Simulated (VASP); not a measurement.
# RbBr (P4mm) in VASP: a series of runs, part 2 of 2

VASP 6.6.1. Earlier steps stand in the parts before.

## Step 3: Single point, PBE (all Rb atoms moved +0.225 Å, as atom 1 along Cartesian [0 1 0])

The input, INCAR:

```
ALGO     = Normal         # electronic algorithm
EDIFF    = 1E-6           # SCF threshold, eV
ENCUT    = 520            # plane-wave cutoff, eV
GGA      = PE             # functional
ISIF     = 2              # what is computed and relaxed
ISMEAR   = 0              # smearing method
LASPH    = T              # aspherical terms in the spheres
LCHARG   = F              # write CHGCAR
LREAL    = F              # projectors in reciprocal space
LWAVE    = F              # write WAVECAR
NBANDS   = 15             # bands
NELM     = 100            # most SCF steps
PREC     = Accurate       # precision mode
SIGMA    = 0.05           # smearing width, eV
```

The input, KPOINTS:

```
k-points
0
Gamma
  6 6 6
```

The input, POSCAR:

```
RbBr
1.0
    4.1260773000      0.0000000000      0.0000000000
    0.0000000000      4.1260773000      0.0000000000
    0.0000000000      0.0000000000      4.1260773000
Rb Br
1 1
Direct
    0.0000000000      0.0545312130      0.0000000000
    0.5000000000      0.5000000000      0.5000000000
```

Potentials or basis: VASP PAW PBE potentials, release 64 (Rb_sv, Br).

On the command line:

```sh
$ cat potpaw_PBE.64/Rb_sv/POTCAR potpaw_PBE.64/Br/POTCAR > POTCAR
$ mpirun -np 1 vasp_std > vasp.out
```

OUTCAR:

```text
EDIFF = 1E-6
   ENCUT = 520
   GGA = PE
   ISIF = 2
   ISMEAR = 0
   LASPH = T
   LREAL = F
   NELM = 100
   PREC = Accurate

 ion  position               nearest neighbor table
   1  0.000  0.055  0.000-   2 3.45   2 3.45   2 3.45   2 3.45   2 3.71   2 3.71   2 3.71   2 3.71

   2  0.500  0.500  0.500-   1 3.45   1 3.45   1 3.45   1 3.45   1 3.71   1 3.71   1 3.71   1 3.71

  LATTYP: Found a simple cubic cell.
 ALAT       =     4.1260773000

  Lattice vectors:

 A1 = (   4.1260773000,   0.0000000000,   0.0000000000)
 A2 = (   0.0000000000,   4.1260773000,   0.0000000000)
 A3 = (   0.0000000000,   0.0000000000,   4.1260773000)

Analysis of symmetry for initial positions (statically):
=====================================================================
 Subroutine PRICEL returns:
 Original cell was already a primitive cell.

 Routine SETGRP: Setting up the symmetry group for a
 simple cubic supercell.

 Subroutine GETGRP returns: Found  8 space group operations
 (whereof  8 operations were pure point group operations)
 out of a pool of 48 trial point group operations.

The static configuration has the point symmetry C_4v.

Analysis of symmetry for dynamics (positions and initial velocities):
[... 170 lines left out ...]
      2     -13.2956      2.00000
      3      -9.7395      2.00000
      4      -9.7395      2.00000
      5      -9.7355      2.00000
      6      -0.8459      2.00000
      7      -0.8293      2.00000
      8      -0.8293      2.00000
      9       3.4175      0.00000
     10       4.8998      0.00000
     11       5.0240      0.00000
     12       9.2294      0.00000
     13       9.3176      0.00000
     14       9.3176      0.00000
[... 401 lines left out ...]
      2     -13.2290      2.00000
      3      -9.8960      2.00000
      4      -9.7775      2.00000
      5      -9.7567      2.00000
      6      -1.8683      2.00000
      7      -1.2026      2.00000
      8      -1.0907      2.00000
      9       5.7719      0.00000
     10       6.2946      0.00000
     11       6.8479      0.00000
     12       8.0472      0.00000
     13       8.2458      0.00000
     14       8.4785      0.00000
     15      10.8009      0.00000

 [... further k-points ...]
[... 5 lines left out ...]
  --------------------------------------------------------------------------------------
  -------------------------------------------------------------------------------------
  Total        0.4954178      0.4418057      0.4954178      0.0000000      0.0000000      0.0000000
  in kB       11.2997832     10.0769671     11.2997832      0.0000000      0.0000000      0.0000000
  external PRESSURE =      10.8921779 kB  Pullay stress =       0.0000000 kB

 VOLUME and BASIS-vectors are now :
 -----------------------------------------------------------------------------
  energy-cutoff  :      520.00
  volume of cell :       70.24
      direct lattice vectors                 reciprocal lattice vectors
     4.126077300  0.000000000  0.000000000     0.242360947  0.000000000  0.000000000
     0.000000000  4.126077300  0.000000000     0.000000000  0.242360947  0.000000000
     0.000000000  0.000000000  4.126077300     0.000000000  0.000000000  0.242360947

 POSITION                                       TOTAL-FORCE (eV/Angst)
 -----------------------------------------------------------------------------------
      0.00000      0.22500      0.00000        -0.000000     -0.187591      0.000000
      2.06304      2.06304      2.06304         0.000000      0.187591     -0.000000
 -----------------------------------------------------------------------------------
    total drift:                                0.000000     -0.000079      0.000000

  FREE ENERGIE OF THE ION-ELECTRON SYSTEM (eV)
  ---------------------------------------------------
  free  energy   TOTEN  =        -5.9747856042 eV

  energy  without entropy=       -5.9747856042  energy(sigma->0) =       -5.97478560
```

OSZICAR:

```text
N       E                     dE             d eps       ncg     rms          rms(c)
DAV:   1     0.772039715332E+02    0.77204E+02   -0.66881E+03  1200   0.920E+02
DAV:   2    -0.816319225596E+00   -0.78020E+02   -0.73005E+02  1642   0.170E+02
DAV:   3    -0.606684243847E+01   -0.52505E+01   -0.52314E+01  1800   0.429E+01
DAV:   4    -0.620995249500E+01   -0.14311E+00   -0.14310E+00  1514   0.612E+00
DAV:   5    -0.621147390003E+01   -0.15214E-02   -0.15214E-02  1842   0.559E-01    0.270E+00
DAV:   6    -0.600483512642E+01    0.20664E+00   -0.18446E-01  1508   0.233E+00    0.182E+00
DAV:   7    -0.597149538866E+01    0.33340E-01   -0.10696E-01  1550   0.185E+00    0.918E-01
DAV:   8    -0.597475015350E+01   -0.32548E-02   -0.13255E-02  1426   0.700E-01    0.134E-01
DAV:   9    -0.597464237921E+01    0.10777E-03   -0.57556E-04  1655   0.135E-01    0.616E-02
DAV:  10    -0.597478220721E+01   -0.13983E-03   -0.24356E-04  1327   0.102E-01    0.112E-02
DAV:  11    -0.597478390628E+01   -0.16991E-05   -0.91530E-06  1701   0.200E-02    0.652E-03
DAV:  12    -0.597478549145E+01   -0.15852E-05   -0.23976E-06  1402   0.116E-02    0.121E-03
DAV:  13    -0.597478560423E+01   -0.11277E-06   -0.16396E-07  1090   0.284E-03
   1 F= -.59747856E+01 E0= -.59747856E+01  d E =-.596281E-12
```

Run time: 24 s. Hardware: 1 thread of Intel Xeon Platinum 8488C (Sapphire Rapids), shared host; peak memory 0.19 GiB.

Results:

```yaml
Free_energy: -5.9748 eV
Pressure: 1.1 GPa
Largest_force: 0.188 eV/Å
Band_gap_on_the_k_mesh: 4.09 eV, indirect (least direct gap 4.25 eV)
```

Forces on the atoms (eV/Å):
```
Rb   0.000 -0.188  0.000
Br   0.000  0.188  0.000
```

Caveat: the cell differs from its parent crystal (all Rb atoms moved +0.225 Å, as atom 1 along Cartesian [0 1 0]). A k mesh can miss the band edges.

## Step 4: Single point, PBE (all Rb atoms moved -0.150 Å, as atom 1 along Cartesian [0 1 0])

The input, INCAR:

```
SYSTEM = RbBr
PREC = Accurate
ENCUT = 520
EDIFF = 1E-7
ISMEAR = 0
SIGMA = 0.05
LREAL = .FALSE.
LASPH = .TRUE.
NELM = 60
ALGO = Normal
ISIF = 2
LWAVE = .FALSE.
LCHARG = .TRUE.
GGA = PE
LELF = .TRUE.
LVHAR = .TRUE.
NBANDS = 15
```

The input, KPOINTS:

```
regular mesh
0
G
  6 6 6
  0 0 0
```

POSCAR: that of step 3 with these lines changed.

```diff
@@ -8,3 +8,3 @@
 Direct
-    0.0000000000      0.0545312130      0.0000000000
+    0.0000000000     -0.0363541420      0.0000000000
     0.5000000000      0.5000000000      0.5000000000
```

On the command line:

```sh
$ cat potpaw_PBE.64/Rb_sv/POTCAR potpaw_PBE.64/Br/POTCAR > POTCAR
$ mpirun -np 1 vasp_std > vasp.out
```

Wall time 24 s (1 thread of Intel Xeon Platinum 8488C (Sapphire Rapids), shared host); peak memory 0.19 GiB.

The run converged. Its results:

```yaml
Free_energy: -5.9865 eV
Pressure: 0.9 GPa
Largest_force: 0.124 eV/Å
Band_gap_on_the_k_mesh: 4.09 eV, indirect (least direct gap 4.24 eV)
```

Forces in eV/Å, atoms in the order of the input:
```
Rb   0.000  0.124  0.000
Br   0.000 -0.124  0.000
```

Levels at points of the mesh, in eV from the valence-band top:
```
           k point  band 4  band 5  band 6  band 7  band 8  band 9  band 10  band 11  band 12  band 13
(0.00, 0.00, 0.00)   -9.08   -9.07   -0.16   -0.15   -0.15    4.09     5.58     5.63     9.92     9.96
(0.50, 0.00, 0.00)   -9.03   -9.03   -1.71   -0.23   -0.22    6.87     7.08     7.63     8.59     9.87
(0.00, 0.50, 0.00)   -9.03   -9.03   -1.71   -0.23   -0.23    6.86     7.11     7.67     8.76     9.81
(0.50, 0.50, 0.00)   -9.38   -8.99   -1.05   -1.05   -0.01    5.33     6.23     7.98     7.99    10.76
(0.50, 0.00, 0.50)   -9.39   -9.00   -1.05   -1.05    0.00    5.33     6.26     7.98     7.98    10.86
(0.50, 0.50, 0.50)   -9.30   -9.30   -1.33   -1.33   -1.33    8.14     8.14     8.25     9.39     9.49
```

Caveat: the cell differs from its parent crystal (all Rb atoms moved -0.150 Å, as atom 1 along Cartesian [0 1 0]).
